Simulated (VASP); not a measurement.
HfO2: relaxation of cell and atoms with PBE

HfO2:

```xyz
3
Lattice="0.0000 2.8354 2.8354 2.8354 0.0000 2.8354 2.8354 2.8354 0.0000" Properties=species:S:1:pos:R:3 pbc="T T T"
Hf    0.0000    0.0000    0.0000
O     1.4177    1.4177    1.4177
O     4.2531    4.2531    4.2531
```

```json
{
 "Program": "VASP 6.6.1",
 "Task": "relaxation of cell and atoms",
 "Functional": "PBE",
 "Potentials or basis": "VASP PAW PBE potentials, release 64 (Hf_pv, O)",
 "Cutoff": "600 eV",
 "k mesh": "8 × 8 × 8",
 "Occupations": "fermi-dirac, width 0.02 eV",
 "Spin": "no spin polarisation",
 "Dipole correction": "no",
 "Further INCAR settings": "ALGO = Normal; EDIFF = 1e-06; IBRION = 2; EDIFFG = -0.005; NSW = 80; ISIF = 3"
}
```

```yaml
Relaxed_volume: 10.87 Å³/atom
Relaxed_cell: a = 3.586 Å, b = 3.586 Å, c = 3.586 Å, α = 60.00°, β = 60.00°, γ = 60.00°
Space_group_after_relaxing_to_0.05_Å: Fm-3m (No. 225)
Energy_gained_by_relaxing: 751.5 meV/atom
Ionic_steps: 7
Pressure_after_relaxing: 0.0 GPa
Band_gap_on_the_k_mesh: 3.80 eV, direct
```

Step by step:
| step | energy change (eV) | largest force (eV/Å) | pressure (GPa) | volume (Å³) |
| --- | --- | --- | --- | --- |
| 1 | 0.0000 | 0.0000 | -41.26 | 45.59 |
| 2 | 0.5049 | 0.0000 | 137.85 | 24.34 |
| 3 | -2.2449 | 0.0000 | -4.76 | 33.25 |
| 4 | -2.2536 | 0.0000 | -1.57 | 32.81 |
| 5 | -2.2545 | 0.0000 | 0.20 | 32.58 |
| 6 | -2.2545 | 0.0000 | -0.23 | 32.64 |
| 7 | -2.2546 | 0.0000 | 0.00 | 32.61 |

Final structure:
```cif
data_structure
_symmetry_space_group_name_H-M 'P 1'
_symmetry_Int_Tables_number 1
_cell_length_a 3.5861
_cell_length_b 3.5861
_cell_length_c 3.5861
_cell_angle_alpha 60.000
_cell_angle_beta 60.000
_cell_angle_gamma 60.000
_cell_volume 32.61
loop_
_atom_site_label
_atom_site_type_symbol
_atom_site_fract_x
_atom_site_fract_y
_atom_site_fract_z
_atom_site_occupancy
Hf1 Hf 0.00000 0.00000 0.00000 1
O1 O 0.25000 0.25000 0.25000 1
O2 O 0.75000 0.75000 0.75000 1
```

Levels at points of the mesh, in eV from the valence-band top:
```
           k point  band 8  band 9  band 10  band 11  band 12  band 13  band 14  band 15
(0.00, 0.00, 0.00)   -5.33   -0.61    -0.61    -0.61     3.88     3.88     5.83    10.41
(0.50, 0.00, 0.00)   -3.04   -2.72    -1.83    -1.83     4.61     4.61     6.98     9.07
(0.50, 0.50, 0.00)   -3.46   -1.52    -1.52     0.00     3.80     5.50     6.63     8.16
```

Run time: 40 s on 1 thread of Intel(R) Xeon(R) 6975P-C (Granite Rapids), on a shared host, peak memory 0.2 GiB.

Caveat: the volume moved by over 15 % at a fixed basis, so the end points are rough; spin-orbit coupling is left out, which moves the levels of the heavy elements. A hybrid or GW would open this gap; PBE tends to underestimate it.
